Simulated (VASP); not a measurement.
Write the native input for VASP 6.6.1 that does the following.

```yaml
Task: single point
Functional: LDA
Potentials_or_basis: VASP PAW LDA potentials, release 64 (Ta_pv)
Cutoff: 520 eV
k_mesh: 22 × 22 × 22
Occupations: fermi-dirac, width 0.1 eV
Spin: no spin polarisation
Dipole_correction: no
Further_INCAR_settings: ALGO = Normal; EDIFF = 1e-06; NBANDS = 12
```

The structure of Ta lies in POSCAR:

```
Ta
1.0
   -1.6276710318      1.6276710318      1.6276710318
    1.6276710318     -1.6276710318      1.6276710318
    1.6276710318      1.6276710318     -1.6276710318
Ta
1
Direct
    0.0000000000      0.0000000000      0.0000000000
```

These files were run (other wordings do the same):

INCAR

```
PREC = Accurate ; ENCUT = 520
EDIFF = 1E-6 ; ISMEAR = -1
SIGMA = 0.1 ; LREAL = False
LASPH = True ; NELM = 100
ALGO = Normal ; ISIF = 2
LWAVE = False ; LCHARG = False
NBANDS = 12
```

KPOINTS

```
regular mesh
0
Gamma
  22 22 22
```

Potentials or basis: VASP PAW LDA potentials, release 64 (Ta_pv).

Launch:

```bash
$ cat potpaw_LDA.64/Ta_pv/POTCAR > POTCAR
$ mpirun -np 1 vasp_std > vasp.out
```

It gave:

- Pressure: 0.6 GPa

Wall time 22 s on 1 thread of Intel Xeon 6975P-C (shared host), peak memory 0.18 GiB.
